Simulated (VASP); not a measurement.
# Ta3N (P-3m1) in VASP: a series of runs

The runs below take Ta3N through single point, with PBE.

Program: VASP 6.6.1. These are calculated values, not measurements. Logs are shortened: lines on timing, memory, paths and dates and some standing lists are left out, and cuts for length are marked.

## 1. The cell of the first run

It takes space group P-3m1 (No. 164, trigonal). The conventional cell has a = 3.032 Å, b = 3.032 Å, c = 7.524 Å, α = 90.00°, β = 90.00°, γ = 120.00°. Within 4.0 Å of Ta (site symmetry -3m) lie 12 Ta at 3.01 to 3.03 Å and 2 N at 3.76 Å. Ta (site symmetry 3m) has 3 N at 2.19 Å within 2.9 Å. N (site symmetry -3m) has 6 Ta at 2.19 Å within 2.9 Å.

## 2. Single point, PBE

The input, INCAR:

```
PREC     = Accurate       # precision mode
ENCUT    = 520            # plane-wave cutoff, eV
EDIFF    = 1E-6           # SCF threshold, eV
ISMEAR   = 0              # smearing method
SIGMA    = 0.1            # smearing width, eV
LREAL    = F              # projectors in reciprocal space
LASPH    = T              # aspherical terms in the spheres
NELM     = 80             # most SCF steps
ALGO     = Normal         # electronic algorithm
ISIF     = 2              # what is computed and relaxed
LWAVE    = F              # write WAVECAR
LCHARG   = F              # write CHGCAR
GGA      = PE             # functional
NBANDS   = 27             # bands
```

The input, KPOINTS:

```
Automatic mesh
0
Gamma
  6 6 2
```

The input, POSCAR:

```
Ta3N
1.0
    3.0322239600      0.0000000000      0.0000000000
   -1.5161119800      2.6259829800      0.0000000000
    0.0000000000      0.0000000000      7.5241370200
Ta N
3 1
Direct
    0.0000000000      0.0000000000      0.5000000000
    0.3333333300      0.6666666700      0.1739300000
    0.6666666700      0.3333333300      0.8260700000
    0.0000000000      0.0000000000      0.0000000000
```

Potentials or basis: VASP PAW PBE potentials, release 64 (Ta_pv, N).

Run with:

```bash
cat potpaw_PBE.64/Ta_pv/POTCAR potpaw_PBE.64/N/POTCAR > POTCAR
mpirun -np 1 vasp_std > vasp.out
```

OUTCAR:

```text
PREC = Accurate
   ENCUT = 520
   EDIFF = 1E-6
   ISMEAR = 0
   LREAL = F
   LASPH = T
   NELM = 80
   ISIF = 2
   GGA = PE

 ion  position               nearest neighbor table
   1  0.000  0.000  0.500-   2 3.01   3 3.01   3 3.01   2 3.01   3 3.01   2 3.01
   2  0.333  0.667  0.174-   4 2.19   4 2.19   4 2.19   1 3.01   1 3.01   1 3.01   3 3.15   3 3.15
                             3 3.15
   3  0.667  0.333  0.826-   4 2.19   4 2.19   4 2.19   1 3.01   1 3.01   1 3.01   2 3.15   2 3.15
                             2 3.15
   4  0.000  0.000  0.000-   2 2.19   3 2.19   3 2.19   2 2.19   3 2.19   2 2.19

  LATTYP: Found a hexagonal cell.
 ALAT       =     3.0322239600
 C/A-ratio  =     2.4813922452

  Lattice vectors:

 A1 = (   3.0322239600,   0.0000000000,   0.0000000000)
 A2 = (  -1.5161119800,   2.6259829800,   0.0000000000)
 A3 = (   0.0000000000,   0.0000000000,   7.5241370200)

Analysis of symmetry for initial positions (statically):
=====================================================================
 Subroutine PRICEL returns:
 Original cell was already a primitive cell.

 Routine SETGRP: Setting up the symmetry group for a
 hexagonal supercell.

 Subroutine GETGRP returns: Found 12 space group operations
 (whereof 12 operations were pure point group operations)
 out of a pool of 24 trial point group operations.

The static configuration has the point symmetry D_3d.

Analysis of symmetry for dynamics (positions and initial velocities):
=====================================================================
 Subroutine PRICEL returns:
 Original cell was already a primitive cell.

 Routine SETGRP: Setting up the symmetry group for a
 hexagonal supercell.

 Subroutine GETGRP returns: Found 12 space group operations
 (whereof 12 operations were pure point group operations)
 out of a pool of 24 trial point group operations.

The dynamic configuration has the point symmetry D_3d.

 Subroutine INISYM returns: Found 12 space group operations
 (whereof 12 operations are pure point group operations),
 and found     1 'primitive' translations

----------------------------------------------------------------------------------------

                                     Primitive cell

  volume of cell :      59.9115

  direct lattice vectors                    reciprocal lattice vectors
     3.032223960  0.000000000  0.000000000     0.329790943  0.190404890  0.000000000
    -1.516111980  2.625982980  0.000000000     0.000000000  0.380809780  0.000000000
     0.000000000  0.000000000  7.524137020     0.000000000  0.000000000  0.132905607

  length of vectors
     3.032223960  3.032223961  7.524137020     0.380809780  0.380809780  0.132905607

  position of ions in fractional coordinates (direct lattice)
     0.000000000  0.000000000  0.500000000
     0.333333330  0.666666670  0.173930000
     0.666666670  0.333333330  0.826070000
     0.000000000  0.000000000  0.000000000

  ion indices of the primitive-cell ions
   primitive index   ion index
                 1           1
                 2           2
                 3           3
                 4           4

----------------------------------------------------------------------------------------

 KPOINTS: Automatic mesh

Automatic generation of k-mesh.
 Grid dimensions read from file:
 generate k-points for:    6    6    2

 Generating k-lattice:

  Cartesian coordinates                     Fractional coordinates (reciprocal lattice)
     0.054965157  0.031734148  0.000000000     0.166666667  0.000000000  0.000000000
     0.000000000  0.063468297  0.000000000     0.000000000  0.166666667  0.000000000
     0.000000000  0.000000000  0.066452804     0.000000000  0.000000000  0.500000000

  Length of vectors
     0.063468297  0.063468297  0.066452804

  Shift w.r.t. Gamma in fractional coordinates (k-lattice)
     0.000000000  0.000000000  0.000000000

 Subroutine IBZKPT returns following result:
 ===========================================

 Found     14 irreducible k-points:

 Following reciprocal coordinates:
            Coordinates               Weight
  0.000000  0.000000  0.000000      1.000000
  0.166667  0.000000  0.000000      6.000000
  0.333333  0.000000  0.000000      6.000000
  0.500000  0.000000  0.000000      3.000000
  0.166667  0.166667  0.000000      6.000000
  0.333333  0.166667  0.000000     12.000000
  0.333333  0.333333  0.000000      2.000000
  0.000000  0.000000  0.500000      1.000000
  0.166667  0.000000  0.500000      6.000000
  0.333333  0.000000  0.500000      6.000000
  0.500000  0.000000  0.500000      3.000000
  0.166667  0.166667  0.500000      6.000000
  0.333333  0.166667  0.500000     12.000000
  0.333333  0.333333  0.500000      2.000000
   k-points           NKPTS =     14   k-points in BZ     NKDIM =     14   number of bands    NBANDS=     27
   number of dos      NEDOS =    301   number of ions     NIONS =      4
   total plane-waves  NPLWV =  32256
   dimension x,y,z NGX =    24 NGY =   24 NGZ =   56
   dimension x,y,z NGXF=    48 NGYF=   48 NGZF=  112
   ions per type =               3   1
   NGX,Y,Z   is equivalent  to a cutoff of  13.16, 13.16, 12.37 a.u.
   NGXF,Y,Z  is equivalent  to a cutoff of  26.32, 26.32, 24.75 a.u.
 SYSTEM =  unknown system
   PREC   = accura    normal or accurate (medium, high low for compatibility)
   ISTART =      0    job   : 0-new  1-cont  2-samecut
   ICHARG =      2    charge: 1-file 2-atom 10-const
   ISPIN  =      1    spin polarized calculation?
   LNONCOLLINEAR =      F non collinear calculations
   LSORBIT =      F    spin-orbit coupling
   LASPH  =      T    aspherical Exc in radial PAW
   ENCUT  =  520.0 eV  38.22 Ry    6.18 a.u.   5.64  5.64 13.99*2*pi/ulx,y,z
   NELM   =     80;   NELMIN=  2; NELMDL= -5     # of ELM steps
   EDIFF  = 0.1E-05   stopping-criterion for ELM
   LREAL  =      F    real-space projection
   EDIFFG = 0.1E-04   stopping-criterion for IOM
   NSW    =      0    number of steps for IOM
   IBRION =     -1    ionic relax: 0-MD 1-quasi-New 2-CG
   NFREE  =      0    steps in history (QN), initial steepest desc. (CG)
   ISIF   =      2    stress and relaxation
   ISYM   =      2    0-nonsym 1-usesym 2-fastsym
   POTIM  = 0.5000    time-step for ionic-motion
   TEBEG  =    0.0;   TEEND  =   0.0 temperature during run
   PSTRESS=    0.0 pullay stress
   NELECT =      38.0000    total number of electrons
   NUPDOWN=      -1.0000    fix difference up-down
   EMIN   =  10.00;   EMAX   =-10.00  energy-range for DOS
   EFERMI =   0.00;   METHOD = LEGACY
   ISMEAR =     0;   SIGMA  =   0.10  broadening in eV -4-tet -1-fermi 0-gaus
   EFERMI_NEDOS =   21; number of points for ismear=-14 and -15
   IALGO  =     38    algorithm
   IMIX   =      4    mixing-type and parameters
     AMIX     =   0.40;   BMIX     =  1.00
     AMIX_MAG =   1.60;   BMIX_MAG =  1.00
  volume/ion in A,a.u.               =      14.98       101.08
  Fermi-wavevector in a.u.,A,eV,Ry     =   1.406585  2.658061 26.918884  1.978482
  Thomas-Fermi vector in A             =   2.528931
   LORBIT       =      0    0 simple, 1 ext, 2 COOP (PROOUT), +10 PAW based schemes
   GGA     = PE    functional components
   LHFCALC =     F    Hartree Fock is set to
   AEXX    =    0.0000 exact exchange contribution
   IVDW    =     0    specifies the selected vdW correction
   LEPSILON=     F    determine dielectric tensor
   LRPA    =     F    only Hartree local field effects (RPA)
 non-spin polarized calculation
 Gauss-broadening in eV      SIGMA  =   0.10
  energy-cutoff  :      520.00
  volume of cell :       59.91
 maximum number of plane-waves:      1624
 NGX is ok and might be reduce to    24
   NGX = 11   NGY = 11   NGZ = 27

 number of electron      38.0000001 magnetization

 Free energy of the ion-electron system (eV)
  ---------------------------------------------------
  ext. energy  EPLUGINS =         0.00000000
  ---------------------------------------------------
  free energy    TOTEN  =       -45.61414771 eV

  energy without entropy =      -45.59586590  energy(sigma->0) =      -45.60500681

 E-fermi :   6.6740     XC(G=0): -12.6880

 val. band max:        6.6404037156   @ k =   0.1667   0.0000   0.0000
 cond. band min:       6.6746689865   @ k =   0.1667   0.0000   0.5000
 fundamental gap:      0.0342652709
 Fermi energy:         6.6740324641

 k-point     1 :       0.0000    0.0000    0.0000
  band No.  band energies     occupation
      1     -28.5527      2.00000
      2     -28.2533      2.00000
      3     -27.9689      2.00000
      4     -27.9689      2.00000
      5     -27.9393      2.00000
      6     -27.9393      2.00000
[... 19 lines left out ...]
     26       8.9281      0.00000
     27       9.9318      0.00000

 k-point     2 :       0.1667    0.0000    0.0000
  band No.  band energies     occupation
      1     -28.5177      2.00000
      2     -28.2588      2.00000
      3     -28.1300      2.00000
      4     -28.1024      2.00000
      5     -28.0242      2.00000
      6     -27.9700      2.00000
[... 19 lines left out ...]
     26       9.8246      0.00000
     27      10.8118      0.00000

 k-point     3 :       0.3333    0.0000    0.0000
  band No.  band energies     occupation
      1     -28.5955      2.00000
      2     -28.5342      2.00000
      3     -28.3146      2.00000
      4     -28.1269      2.00000
      5     -28.1239      2.00000
      6     -28.0401      2.00000
[... 19 lines left out ...]
     26      10.7797      0.00000
     27      11.2329      0.00000

 k-point     4 :       0.5000    0.0000    0.0000
  band No.  band energies     occupation
      1     -28.7514      2.00000
      2     -28.6860      2.00000
      3     -28.3096      2.00000
      4     -28.1715      2.00000
      5     -28.1051      2.00000
      6     -28.0763      2.00000
[... 19 lines left out ...]
     26      11.7053      0.00000
     27      12.0304      0.00000
[... 216 lines left out ...]
      4     -28.1391      2.00000
      5     -28.1096      2.00000
      6     -28.0576      2.00000
[... 19 lines left out ...]
     26      10.4546      0.00000
     27      10.8753      0.00000

 k-point    13 :       0.3333    0.1667    0.5000
  band No.  band energies     occupation
      1     -28.6786      2.00000
      2     -28.5765      2.00000
      3     -28.3072      2.00000
      4     -28.2497      2.00000
      5     -28.1773      2.00000
      6     -28.1292      2.00000
[... 19 lines left out ...]
     26      11.9216      0.00000
     27      12.2169      0.00000

 k-point    14 :       0.3333    0.3333    0.5000
  band No.  band energies     occupation
      1     -28.5916      2.00000
      2     -28.4884      2.00000
      3     -28.4884      2.00000
      4     -28.4140      2.00000
      5     -28.1545      2.00000
      6     -28.1545      2.00000
[... 19 lines left out ...]
     26      11.2698      0.00000
     27      11.3832      0.00000

------------------------ aborting loop because EDIFF is reached ----------------------------------------

  FORCE on cell =-STRESS in cart. coord.  units (eV):
  Direction    XX          YY          ZZ          XY          YZ          ZX
  --------------------------------------------------------------------------------------
  -------------------------------------------------------------------------------------
  Total       -0.5921455     -0.5921455      1.3942839      0.0000000      0.0000000     -0.0000000
  in kB      -15.8354029    -15.8354030     37.2865267      0.0000000      0.0000000     -0.0000000
  external PRESSURE =       1.8719069 kB  Pullay stress =       0.0000000 kB

 VOLUME and BASIS-vectors are now :
 -----------------------------------------------------------------------------
  energy-cutoff  :      520.00
  volume of cell :       59.91
      direct lattice vectors                 reciprocal lattice vectors
     3.032223960  0.000000000  0.000000000     0.329790943  0.190404890  0.000000000
    -1.516111980  2.625982980  0.000000000     0.000000000  0.380809780  0.000000000
     0.000000000  0.000000000  7.524137020     0.000000000  0.000000000  0.132905607

 POSITION                                       TOTAL-FORCE (eV/Angst)
 -----------------------------------------------------------------------------------
      0.00000      0.00000      3.76207        -0.000000      0.000000      0.000000
     -0.00000      1.75066      1.30867         0.000000     -0.000000     -0.027667
      1.51611      0.87533      6.21546         0.000000      0.000000      0.027667
      0.00000      0.00000      0.00000        -0.000000      0.000000      0.000000
 -----------------------------------------------------------------------------------
    total drift:                                0.000000      0.000000      0.000000

  FREE ENERGIE OF THE ION-ELECTRON SYSTEM (eV)
  ---------------------------------------------------
  free  energy   TOTEN  =       -45.6141477136 eV

  energy  without entropy=      -45.5958659049  energy(sigma->0) =      -45.60500681
```

It took 16 s on 1 thread of Intel Xeon 6975P-C (Granite Rapids), shared host; peak memory 0.18 GiB.

Results:

```
Free energy            : -45.6141 eV
Pressure               : 0.2 GPa
Largest force          : 0.028 eV/Å
Band gap on the k mesh : zero (band 19 reaches 6.81 eV, above the bottom of band 20 at 6.60 eV)
```

Forces in eV/Å, atoms in the order of the input:
```
Ta   0.000  0.000  0.000
Ta   0.000  0.000 -0.028
Ta   0.000  0.000  0.028
N    0.000  0.000  0.000
```

Stress tensor (GPa, compression positive):
```
-1.58  0.00  0.00
 0.00 -1.58  0.00
 0.00  0.00  3.73
```

Caveat: the k points lie up to 0.42 Å⁻¹ apart; spin-orbit coupling is left out, which moves the levels of the heavy elements.

## 3. Single point, PBE, collinear spin, ferromagnetic start

The input, INCAR:

```
ALGO = Normal
EDIFF = 1E-7
ENCUT = 520
GGA = PE
ISIF = 2
ISMEAR = 0
ISPIN = 2
LASPH = T
LCHARG = T
LELF = T
LMAXMIX = 4
LORBIT = 11
LREAL = F
LVHAR = T
LWAVE = F
MAGMOM = 1 1 1 0
NBANDS = 31
NELM = 150
PREC = Accurate
SIGMA = 0.1
```

The input, KPOINTS:

```
k-points
0
Gamma
  6 6 2
```

POSCAR is that of step 2.

Potentials or basis: VASP PAW PBE potentials, release 64 (Ta_pv, N).

Run with:

```bash
cat potpaw_PBE.64/Ta_pv/POTCAR potpaw_PBE.64/N/POTCAR > POTCAR
mpirun -np 1 vasp_std > vasp.out
```

Run time: 47 s. Hardware: 1 thread of Intel Xeon 6975P-C (Granite Rapids), shared host; peak memory 0.21 GiB.

It converged, with:

* Free energy: -45.6141 eV
* Pressure: 0.2 GPa
* Largest force: 0.027 eV/Å
* Band gap on the k mesh: zero (filled and empty bands overlap)
* Net moment: 0.00 μB per cell
* Valence electrons inside the program's atomic spheres: Ta 8.75, 8.89; N 3.76

Forces on the atoms (eV/Å):
```
Ta   0.000  0.000  0.000
Ta   0.000  0.000 -0.027
Ta   0.000  0.000  0.027
N    0.000  0.000  0.000
```

Stress tensor (GPa, compression positive):
```
-1.58  0.00  0.00
 0.00 -1.58  0.00
 0.00  0.00  3.73
```

Levels at points of the mesh, in eV from the Fermi level:
Spin up:
| k point | band 17 | band 18 | band 19 | band 20 | band 21 | band 22 |
| --- | --- | --- | --- | --- | --- | --- |
| (0.00, 0.00, 0.00) | -0.54 | -0.54 | -0.33 | 0.29 | 0.29 | 0.86 |
| (0.50, 0.00, 0.00) | -1.20 | -0.52 | 0.10 | 0.68 | 0.86 | 3.42 |
| (0.00, 0.00, 0.50) | -1.16 | -0.33 | -0.33 | 0.57 | 0.57 | 1.15 |
| (0.50, 0.00, 0.50) | -1.35 | -1.28 | 0.14 | 0.89 | 1.24 | 2.36 |
Spin down:
```
           k point  band 15  band 16  band 17  band 18  band 19  band 20  band 21  band 22  band 23  band 24
(0.00, 0.00, 0.00)    -3.58    -1.41    -0.54    -0.54    -0.33     0.29     0.29     0.86     1.78     1.78
(0.50, 0.00, 0.00)    -3.76    -3.11    -1.20    -0.52     0.10     0.68     0.86     3.42     3.97     4.30
(0.00, 0.00, 0.50)    -3.80    -1.26    -1.16    -0.33    -0.33     0.57     0.57     1.15     1.24     1.24
(0.50, 0.00, 0.50)    -3.68    -2.89    -1.35    -1.28     0.14     0.89     1.24     2.36     4.32     4.39
```

Caveat: the k points lie up to 0.42 Å⁻¹ apart; spin-orbit coupling is left out, which moves the levels of the heavy elements.

[end of part 1 of 2]
